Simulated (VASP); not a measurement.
# Zn: single point with PBE

Crystal: Zn.

```
CELL_PARAMETERS angstrom
2.57631 0.00000 0.00000
-1.28816 2.23115 0.00000
0.00000 0.00000 4.37045
ATOMIC_POSITIONS crystal
Zn 0.33333 0.66667 0.25000
Zn 0.66667 0.33333 0.75000
```

* Program: VASP 6.6.1
* Task: single point
* Functional: PBE
* Potentials or basis: VASP PAW PBE potentials, release 64 (Zn)
* Cutoff: 520 eV
* k mesh: 57 × 57 × 26
* Occupations: gaussian, width 0.1 eV
* Spin: no spin polarisation
* Dipole correction: no
* Further INCAR settings: ALGO = Fast; EDIFF = 1e-06; NBANDS = 19

```
Pressure               : 20.0 GPa
Band gap on the k mesh : zero (band 12 reaches 6.52 eV, above the bottom of band 13 at 2.98 eV)
```

Stress tensor (GPa, compression positive):
```
20.08  0.00  0.00
 0.00 20.08  0.00
 0.00  0.00 19.93
```

Levels at points of the mesh, in eV from the Fermi level:
```tsv
k point	band 8	band 9	band 10	band 11	band 12	band 13	band 14	band 15	band 16	band 17
(0.00, 0.00, 0.00)	-8.08	-8.08	-7.64	-7.64	-4.33	-1.86	17.82	17.82	18.88	19.07
(0.00, 0.00, 0.50)	-8.47	-7.79	-7.79	-7.79	-7.79	7.11	7.11	19.60	19.60	19.60
```

It took 15 min on 1 thread of Intel(R) Xeon(R) Platinum 8488C (Sapphire Rapids), on a shared host, peak memory 1.5 GiB.
